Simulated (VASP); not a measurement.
# SiC8 in VASP: further runs

Runs on SiC8. Level: PBE+D3(BJ). Tasks: single point.

Everything below comes from runs of VASP 6.6.1. Logs are shortened: lines on timing, memory, paths and dates and some standing lists are left out, and cuts for length are marked.

## Step 1: The cell of the first run

The cell holds a slab with vacuum, 9 atoms: a = 4.931 Å, b = 4.931 Å, c = 17.300 Å, α = 90.00°, β = 90.00°, γ = 120.00°.

## Step 2: Single point, PBE+D3(BJ), collinear spin

File INCAR:

```
PREC = Accurate
ENCUT = 520
EDIFF = 1E-6
ISMEAR = 0
SIGMA = 0.1
LREAL = F
LASPH = T
NELM = 150
ALGO = Normal
ISIF = 2
LWAVE = F
LCHARG = F
ISPIN = 2
MAGMOM = 0 0 0 0 0 0 0 0 2
LORBIT = 11
LDIPOL = T
IDIPOL = 3
DIPOL = 0.5 0.5 0.247
GGA = PE
IVDW = 12
NBANDS = 32
```

File KPOINTS:

```
regular mesh
0
Gamma
  6 6 1
```

File POSCAR:

```
SiC8
1.0
    4.9313354216      0.0000000001      0.0000000000
   -2.4656677109      4.2706617497      0.0000000000
    0.0000000000      0.0000000000     17.3000330561
C Si
8 1
Direct
    0.3333333333      0.1666666667      0.2312153418
    0.3333333333      0.6666666667      0.2312153418
    0.8333333333      0.1666666667      0.2312153418
    0.8333333333      0.6666666667      0.2312153418
    0.1666666667      0.3333333333      0.2312134310
    0.1666666667      0.8333333333      0.2312134310
    0.6666666667      0.3333333333      0.2312134310
    0.6666666667      0.8333333333      0.2312134310
    0.3333333333      0.1666666667      0.3757237362
```

Potentials or basis: VASP PAW PBE potentials, release 64 (C, Si).

On the command line:

```console
$ cat potpaw_PBE.64/C/POTCAR potpaw_PBE.64/Si/POTCAR > POTCAR
$ mpirun -np 1 vasp_std > vasp.out
```

OUTCAR:

```text
PREC = Accurate
   ENCUT = 520
   EDIFF = 1E-6
   ISMEAR = 0
   LREAL = F
   LASPH = T
   NELM = 150
   ISIF = 2
   ISPIN = 2
   LORBIT = 11
   GGA = PE
   IVDW = 12
 IVDW          = 12

 ion  position               nearest neighbor table
   1  0.333  0.167  0.231-   5 1.42   7 1.42   6 1.42   9 2.50
   2  0.333  0.667  0.231-   6 1.42   8 1.42   5 1.42
   3  0.833  0.167  0.231-   7 1.42   5 1.42   8 1.42
   4  0.833  0.667  0.231-   8 1.42   6 1.42   7 1.42
   5  0.167  0.333  0.231-   1 1.42   3 1.42   2 1.42
   6  0.167  0.833  0.231-   2 1.42   4 1.42   1 1.42
   7  0.667  0.333  0.231-   3 1.42   1 1.42   4 1.42
   8  0.667  0.833  0.231-   4 1.42   2 1.42   3 1.42
   9  0.333  0.167  0.376-   1 2.50

  LATTYP: Found a hexagonal cell.
 ALAT       =     4.9313354216
 C/A-ratio  =     3.5081842092

  Lattice vectors:

 A1 = (   4.9313354216,   0.0000000001,   0.0000000000)
 A2 = (  -2.4656677109,   4.2706617497,   0.0000000000)
 A3 = (   0.0000000000,   0.0000000000,  17.3000330561)

Analysis of symmetry for initial positions (statically):
=====================================================================
 Subroutine PRICEL returns:
 Original cell was already a primitive cell.

 Routine SETGRP: Setting up the symmetry group for a
 hexagonal supercell.

 Subroutine GETGRP returns: Found  6 space group operations
 (whereof  2 operations were pure point group operations)
 out of a pool of 24 trial point group operations.

The static configuration has the point symmetry C_1h.
 The point group associated with its full space group is C_3v.

Analysis of symmetry for dynamics (positions and initial velocities):
=====================================================================
 Subroutine PRICEL returns:
 Original cell was already a primitive cell.

 Routine SETGRP: Setting up the symmetry group for a
 hexagonal supercell.

 Subroutine GETGRP returns: Found  6 space group operations
 (whereof  2 operations were pure point group operations)
 out of a pool of 24 trial point group operations.

The dynamic configuration has the point symmetry C_1h.
 The point group associated with its full space group is C_3v.

Analysis of structural, dynamic, and magnetic symmetry:
=====================================================================
 Subroutine PRICEL returns:
 Original cell was already a primitive cell.

 Routine SETGRP: Setting up the symmetry group for a
 hexagonal supercell.

 Subroutine GETGRP returns: Found  6 space group operations
 (whereof  2 operations were pure point group operations)
 out of a pool of 24 trial point group operations.

The overall configuration has the point symmetry C_1h.
 The point group associated with its full space group is C_3v.

 Subroutine INISYM returns: Found  6 space group operations
 (whereof  2 operations are pure point group operations),
 and found     1 'primitive' translations

----------------------------------------------------------------------------------------

                                     Primitive cell

  volume of cell :     364.3398

  direct lattice vectors                    reciprocal lattice vectors
     4.931335422  0.000000000  0.000000000     0.202784827  0.117077874  0.000000000
    -2.465667711  4.270661750  0.000000000    -0.000000000  0.234155749  0.000000000
     0.000000000  0.000000000 17.300033056     0.000000000  0.000000000  0.057803358

  length of vectors
     4.931335422  4.931335422 17.300033056     0.234155749  0.234155749  0.057803358

  position of ions in fractional coordinates (direct lattice)
     0.333333333  0.166666667  0.231215342
     0.333333333  0.666666667  0.231215342
     0.833333333  0.166666667  0.231215342
     0.833333333  0.666666667  0.231215342
     0.166666667  0.333333333  0.231213431
     0.166666667  0.833333333  0.231213431
     0.666666667  0.333333333  0.231213431
     0.666666667  0.833333333  0.231213431
     0.333333333  0.166666667  0.375723736

  ion indices of the primitive-cell ions
   primitive index   ion index
                 1           1
[... 54 lines left out ...]
   ISTART =      0    job   : 0-new  1-cont  2-samecut
   ICHARG =      2    charge: 1-file 2-atom 10-const
   ISPIN  =      2    spin polarized calculation?
   LNONCOLLINEAR =      F non collinear calculations
   LSORBIT =      F    spin-orbit coupling
   LASPH  =      T    aspherical Exc in radial PAW
   ENCUT  =  520.0 eV  38.22 Ry    6.18 a.u.   9.17  9.17 32.17*2*pi/ulx,y,z
   NELM   =    150;   NELMIN=  2; NELMDL= -5     # of ELM steps
   EDIFF  = 0.1E-05   stopping-criterion for ELM
   LREAL  =      F    real-space projection
   EDIFFG = 0.1E-04   stopping-criterion for IOM
   NSW    =      0    number of steps for IOM
   IBRION =     -1    ionic relax: 0-MD 1-quasi-New 2-CG
   NFREE  =      0    steps in history (QN), initial steepest desc. (CG)
   ISIF   =      2    stress and relaxation
   ISYM   =      2    0-nonsym 1-usesym 2-fastsym
   POTIM  = 0.5000    time-step for ionic-motion
   TEBEG  =    0.0;   TEEND  =   0.0 temperature during run
   PSTRESS=    0.0 pullay stress
   NELECT =      36.0000    total number of electrons
   NUPDOWN=      -1.0000    fix difference up-down
   EMIN   =  10.00;   EMAX   =-10.00  energy-range for DOS
   EFERMI =   0.00;   METHOD = LEGACY
   ISMEAR =     0;   SIGMA  =   0.10  broadening in eV -4-tet -1-fermi 0-gaus
   EFERMI_NEDOS =   21; number of points for ismear=-14 and -15
   IALGO  =     38    algorithm
   IMIX   =      4    mixing-type and parameters
     AMIX     =   0.40;   BMIX     =  1.00
     AMIX_MAG =   1.60;   BMIX_MAG =  1.00
  volume/ion in A,a.u.               =      40.48       273.19
  Fermi-wavevector in a.u.,A,eV,Ry     =   0.756845  1.430229  7.793606  0.572814
  Thomas-Fermi vector in A             =   1.855057
   LORBIT       =     11    0 simple, 1 ext, 2 COOP (PROOUT), +10 PAW based schemes
   GGA     = PE    functional components
   LHFCALC =     F    Hartree Fock is set to
   AEXX    =    0.0000 exact exchange contribution
   IVDW    =    12    specifies the selected vdW correction
   LEPSILON=     F    determine dielectric tensor
   LRPA    =     F    only Hartree local field effects (RPA)
 spin polarized calculation
 Gauss-broadening in eV      SIGMA  =   0.10
  energy-cutoff  :      520.00
  volume of cell :      364.34
 maximum number of plane-waves:      9846
 NGX is ok and might be reduce to    40
   NGX = 19   NGY = 19   NGZ = 65

 dipolmoment           0.000000      0.000000     -0.001426 electrons x Angstroem

 number of electron      35.9999998 magnetization       1.8886847

 dipolmoment           0.000000      0.000000      0.011632 electrons x Angstroem

 Free energy of the ion-electron system (eV)
  ---------------------------------------------------
  ext. energy  EPLUGINS =         0.00000000
  ---------------------------------------------------
  free energy    TOTEN  =       -75.07226197 eV

  energy without entropy =      -75.06509644  energy(sigma->0) =      -75.06867921

 E-fermi :  -1.3149     XC(G=0):  -3.3202

 val. band max:       -1.3379820833   @ k =   0.3333   0.0000   0.0000
 cond. band min:      -1.2900111954   @ k =   0.5000  -0.0000   0.0000
 fundamental gap:      0.0479708879
 Fermi energy:        -1.3148937423

 spin component 1

 k-point     1 :       0.0000    0.0000    0.0000
  band No.  band energies     occupation
      1     -21.6460      1.00000
      2     -16.5013      1.00000
      3     -16.3456      1.00000
      4     -16.3456      1.00000
      5     -15.3388      1.00000
      6     -15.3388      1.00000
[... 220 lines left out ...]
     29       4.3982      0.00000
     30       5.0001      0.00000
 Fermi energy:        -1.3148937423

 spin component 2

 k-point     1 :       0.0000    0.0000    0.0000
  band No.  band energies     occupation
      1     -21.6008      1.00000
      2     -16.4618      1.00000
      3     -16.2967      1.00000
      4     -16.2967      1.00000
      5     -15.2977      1.00000
      6     -15.2977      1.00000
[... 220 lines left out ...]
     29       4.7194      0.00000
     30       5.1374      0.00000
 [bands above 30 left out]

------------------------ aborting loop because EDIFF is reached ----------------------------------------

 vacuum level on the upper side and lower side of the slab       (xc-potential included)        -0.132        -0.190

 Edisp (eV)   -1.03921

 E8    (eV) :    -0.3457

  FORCE on cell =-STRESS in cart. coord.  units (eV):
  Direction    XX          YY          ZZ          XY          YZ          ZX
  --------------------------------------------------------------------------------------
  -------------------------------------------------------------------------------------
  Total       1.89076     1.89076    -0.88806    -0.00000     0.00000     0.00000
  in kB       8.31458     8.31458    -3.90524    -0.00000     0.00000     0.00000
  external pressure =        4.24 kB  Pullay stress =        0.00 kB

 VOLUME and BASIS-vectors are now :
 -----------------------------------------------------------------------------
  energy-cutoff  :      520.00
  volume of cell :      364.34
      direct lattice vectors                 reciprocal lattice vectors
     4.931335422  0.000000000  0.000000000     0.202784827  0.117077874  0.000000000
    -2.465667711  4.270661750  0.000000000    -0.000000000  0.234155749  0.000000000
     0.000000000  0.000000000 17.300033056     0.000000000  0.000000000  0.057803358

 POSITION                                       TOTAL-FORCE (eV/Angst)
 -----------------------------------------------------------------------------------
      1.23283      0.71178      4.00003         0.000000      0.000000      0.394562
     -0.00000      2.84711      4.00003         0.140900      0.081349     -0.144949
      3.69850      0.71178      4.00003         0.000000     -0.162697     -0.144949
      2.46567      2.84711      4.00003        -0.140900      0.081349     -0.144949
      0.00000      1.42355      4.00000        -0.478251      0.276118      0.169418
     -1.23283      3.55888      4.00000         0.000000     -0.552237      0.169418
      2.46567      1.42355      4.00000         0.478251      0.276118      0.169418
      1.23283      3.55888      4.00000         0.000000     -0.000000     -0.134210
      1.23283      0.71178      6.50003         0.000000     -0.000000     -0.333760
 -----------------------------------------------------------------------------------
    total drift:                               -0.000000      0.000000      0.000211

  FREE ENERGIE OF THE ION-ELECTRON SYSTEM (eV)
  ---------------------------------------------------
  free  energy   TOTEN  =       -76.1114748326 eV

  energy  without entropy=      -76.1043093085  energy(sigma->0) =      -76.10789207

 vacuum level on the upper side and lower side of the slab         2.216         2.148

 total charge

# of ion       s       p       d       tot
------------------------------------------
    1        0.864   1.792   0.000   2.656
    2        0.861   1.793   0.000   2.653
    3        0.861   1.793   0.000   2.653
    4        0.861   1.793   0.000   2.653
    5        0.864   1.783   0.000   2.647
    6        0.864   1.783   0.000   2.647
    7        0.864   1.783   0.000   2.647
    8        0.863   1.782   0.000   2.645
    9        0.953   0.561   0.000   1.514
--------------------------------------------------
tot          7.853  14.863   0.000  22.716

 magnetization (x)

# of ion       s       p       d       tot
------------------------------------------
    1        0.000   0.008   0.000   0.008
    2        0.003   0.041   0.000   0.044
    3        0.003   0.041   0.000   0.044
    4        0.003   0.041   0.000   0.044
    5       -0.000  -0.004   0.000  -0.004
    6       -0.000  -0.004   0.000  -0.004
    7       -0.000  -0.004   0.000  -0.004
    8       -0.000   0.006   0.000   0.006
    9        0.008   0.475   0.000   0.483
--------------------------------------------------
tot          0.016   0.600   0.000   0.617
```

It took 6.9 min on 1 thread of Intel Xeon Platinum 8488C (Sapphire Rapids), shared host; peak memory 0.72 GiB.

Results:

```yaml
Free_energy: -76.1115 eV
Largest_force: 0.578 eV/Å
Net_moment: 1.89 μB per cell
Site_moments: C +0.01, +0.04, -0.00 (each value once); Si +0.48 μB
Valence_electrons_inside_the_program's_atomic_spheres: C 2.66, 2.65 (each value once); Si 1.51
Dispersion_energy_per_atom: -0.115 eV
```

Forces in eV/Å, atoms in the order of the input:
```
C    0.000  0.000  0.395
C    0.141  0.081 -0.145
C    0.000 -0.163 -0.145
C   -0.141  0.081 -0.145
C   -0.478  0.276  0.169
C    0.000 -0.552  0.169
C    0.478  0.276  0.169
C    0.000  0.000 -0.134
Si   0.000  0.000 -0.334
```

Levels at points of the mesh, in eV from the Fermi level:
Spin up:
```tsv
k point	band 17	band 18	band 19	band 20	band 21	band 22
(0.00, 0.00, 0.00)	-3.27	-0.40	-0.40	0.08	1.25	1.50
(0.50, 0.00, 0.00)	-3.73	-0.97	0.02	0.80	2.01	2.05
```
Spin down:
```
           k point  band 14  band 15  band 16  band 17  band 18  band 19  band 20  band 21
(0.00, 0.00, 0.00)    -3.77    -3.36    -3.12    -3.12     0.35     0.46     0.46     1.58
(0.50, 0.00, 0.00)    -5.71    -5.02    -3.55    -3.53     0.50     1.24     1.55     2.28
```

Caveat: a moment this small can come from the mesh or the smearing.

## Step 3: Single point, PBE+D3(BJ), collinear spin

File INCAR:

```
SYSTEM = SiC8
PREC = Accurate
ENCUT = 520
EDIFF = 1E-6
ISMEAR = 0
SIGMA = 0.1
LREAL = .False.
LASPH = .True.
NELM = 150
ALGO = Normal
ISIF = 2
LWAVE = .False.
LCHARG = .False.
ISPIN = 2
MAGMOM = 0 0 0 0 0 0 0 0 2
LORBIT = 11
LDIPOL = .True.
IDIPOL = 3
DIPOL = 0.5 0.5 0.247
GGA = PE
IVDW = 12
NBANDS = 32
```

File KPOINTS:

```
Automatic mesh
0
Gamma
  6 6 1
  0 0 0
```

POSCAR is that of step 2.

Potentials or basis: VASP PAW PBE potentials, release 64 (C, Si).

On the command line:

```console
$ cat potpaw_PBE.64/C/POTCAR potpaw_PBE.64/Si/POTCAR > POTCAR
$ mpirun -np 1 vasp_std > vasp.out
```

Run time: 7.7 min. Hardware: 1 thread of Intel Xeon Platinum 8488C (Sapphire Rapids), shared host; peak memory 0.72 GiB.

It converged, with:

* Free energy: -76.1115 eV
* Largest force: 0.578 eV/Å
* Net moment: 1.89 μB per cell
* Site moments: C +0.01, +0.04, -0.00 (each value once); Si +0.48 μB
* Valence electrons inside the program's atomic spheres: C 2.66, 2.65 (each value once); Si 1.51
* Dispersion energy per atom: -0.115 eV

Forces in eV/Å, atoms in the order of the input:
```
C    0.000  0.000  0.395
C    0.141  0.081 -0.145
C    0.000 -0.163 -0.145
C   -0.141  0.081 -0.145
C   -0.478  0.276  0.169
C    0.000 -0.552  0.169
C    0.478  0.276  0.169
C    0.000  0.000 -0.134
Si   0.000  0.000 -0.334
```

Levels at points of the mesh, in eV from the Fermi level:
Spin up:
```csv
k point,band 17,band 18,band 19,band 20,band 21,band 22
"(0.00, 0.00, 0.00)",-3.27,-0.40,-0.40,0.08,1.25,1.50
"(0.50, 0.00, 0.00)",-3.73,-0.97,0.02,0.80,2.01,2.05
```
Spin down:
```
           k point  band 15  band 16  band 17  band 18  band 19  band 20
(0.00, 0.00, 0.00)    -3.36    -3.12    -3.12     0.35     0.46     0.46
(0.50, 0.00, 0.00)    -5.02    -3.55    -3.53     0.50     1.24     1.55
```

Caveat: a moment this small can come from the mesh or the smearing.
